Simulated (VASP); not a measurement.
Ca2F, 3 atoms in the cell. The cell holds a sheet with vacuum, 3 atoms: a = 3.392 Å, b = 3.392 Å, c = 17.000 Å, α = 90.00°, β = 90.00°, γ = 120.00°. The cell was built from a structure type or drawn by symmetry, and may not be a known phase.

- Program: VASP 6.6.1
- Task: single point
- Functional: PBE
- Potentials or basis: VASP PAW PBE potentials, release 64 (Ca_sv, F)
- Cutoff: 520 eV
- k mesh: 6 × 6 × 1
- Occupations: gaussian, width 0.1 eV
- Spin: collinear spin
- Starting moments: [0.0, 0.0, 1.0] μB
- Dipole correction: yes
- Further INCAR settings: ALGO = Normal; EDIFF = 1e-07; NBANDS = 24

Potentials or basis: VASP PAW PBE potentials, release 64 (Ca_sv, F).

Launch:

```sh
$ cat potpaw_PBE.64/Ca_sv/POTCAR potpaw_PBE.64/F/POTCAR > POTCAR
$ mpirun -np 1 vasp_std > vasp.out
```

Hardware: 1 thread of Intel Xeon 8259CL, on a shared host.

Q: How long does it take, and how much memory?

A: Wall time 4.1 min on 1 thread of Intel Xeon 8259CL, on a shared host, peak memory 0.39 GiB. Counts: scf iterations 24, k points 7.
